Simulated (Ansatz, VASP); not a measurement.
Two plane-wave programs on ReS

The input POSCAR:

```
ReS
1.0
    3.6554562796      0.0000000000      0.0000000000
   -1.8277281398      3.1657180006      0.0000000000
    0.0000000000      0.0000000000      5.1859829610
Re S
2 2
Direct
    0.0000000000      0.0000000000      0.0000000000
    0.0000000000      0.0000000000      0.5000000000
    0.3333333333      0.6666666667      0.2500000000
    0.6666666667      0.3333333333      0.7500000000
```

The input INCAR.step1:

```
PREC     = Accurate       # precision mode
ENCUT    = 520            # plane-wave cutoff, eV
ISMEAR   = 0              # smearing method
SIGMA    = 0.1            # smearing width, eV
LREAL    = False          # projectors in reciprocal space
LASPH    = True           # aspherical terms in the spheres
NELM     = 150            # most SCF steps
ISPIN    = 2              # spin polarisation
MAGMOM   = 2 -2 0 0       # initial moments
LMAXMIX  = 4              # l up to which the mixer works
NBANDS   = 25             # bands
GGA      = PE             # functional
ALGO     = Normal         # electronic algorithm
EDIFF    = 1E-4           # SCF threshold, eV
LWAVE    = True           # write WAVECAR
LCHARG   = False          # write CHGCAR
```

The input INCAR.step2:

```
PREC     = Accurate       # precision mode
ENCUT    = 520            # plane-wave cutoff, eV
EDIFF    = 1E-6           # SCF threshold, eV
ISMEAR   = 0              # smearing method
SIGMA    = 0.1            # smearing width, eV
LREAL    = False          # projectors in reciprocal space
LASPH    = True           # aspherical terms in the spheres
NELM     = 150            # most SCF steps
ALGO     = Normal         # electronic algorithm
ISIF     = 2              # what is computed and relaxed
LWAVE    = False          # write WAVECAR
LCHARG   = False          # write CHGCAR
ISPIN    = 2              # spin polarisation
MAGMOM   = 2 -2 0 0       # initial moments
LORBIT   = 11             # projections on sites
LMAXMIX  = 4              # l up to which the mixer works
METAGGA  = R2SCAN         # meta-GGA
LMIXTAU  = True         
NBANDS   = 25             # bands
ISTART   = 1
```

File KPOINTS:

```
regular mesh
0
Gamma
  12 12 8
```

Input for Ansatz:

```yaml
crystal:
  lattice:
    - [3.6554562796, 0.0, 0.0]
    - [-1.8277281398, 3.1657180006, 0.0]
    - [0.0, 0.0, 5.185982961]
  atoms:
    - { symbol: Re, position: [0.0, 0.0, 0.0], spin: 2.0 }
    - { symbol: Re, position: [0.0, 0.0, 0.5], spin: -2.0 }
    - { symbol: S, position: [0.3333333333, 0.6666666667, 0.25] }
    - { symbol: S, position: [0.6666666667, 0.3333333333, 0.75] }
basis:
  ecutwfc: 500
kpoints:
  mp_grid: { grid: [12, 12, 8] }
hamiltonian:
  xc: r2scan
scf:
  occupations: { method: gaussian, width: 0.1 }
output:
  forces: true
  stress: true
  eigenvalues: true
  populations: true
  write_density: true
  write_potential: true
  elf: true
  volumetric_format: npy
magnetization:
  spin_polarized: true
```

Alike in both runs: task single point; functional r2SCAN; k mesh 12 × 12 × 8; occupations gaussian, width 0.1 eV; collinear spin.

|  | VASP | Ansatz |
| --- | --- | --- |
| version | VASP 6.6.1 | Ansatz 0.2.0 |
| potentials or method | VASP PAW PBE potentials, release 64 (Re, S), cutoff 520 eV | scalar-relativistic, plane waves, PAW |
| valence electrons in the cell | 26 | 42 |

|  | VASP | Ansatz | Ansatz less VASP |
| --- | --- | --- | --- |
| gap on the k mesh at the Fermi level (eV) | none | none | - |
| pressure (GPa) | 1.4 | 0.0 | -1.38 |
| traceless stress, the component that is largest in VASP (GPa) | -0.14 | 0.00 | +0.146 |
| net moment per atom (μB) | 0.00 | 0.00 | 0.000 |

VASP's potentials were made for PBE, not for r2SCAN. A gap of «none» marks a metal or a gap that the smearing closes. VASP's potentials hold 26 valence electrons a cell and Ansatz's 42, so a difference there can come from the potentials and not from the codes. Ansatz's warnings: seeded moment not kept.

Spin-orbit coupling is off throughout.
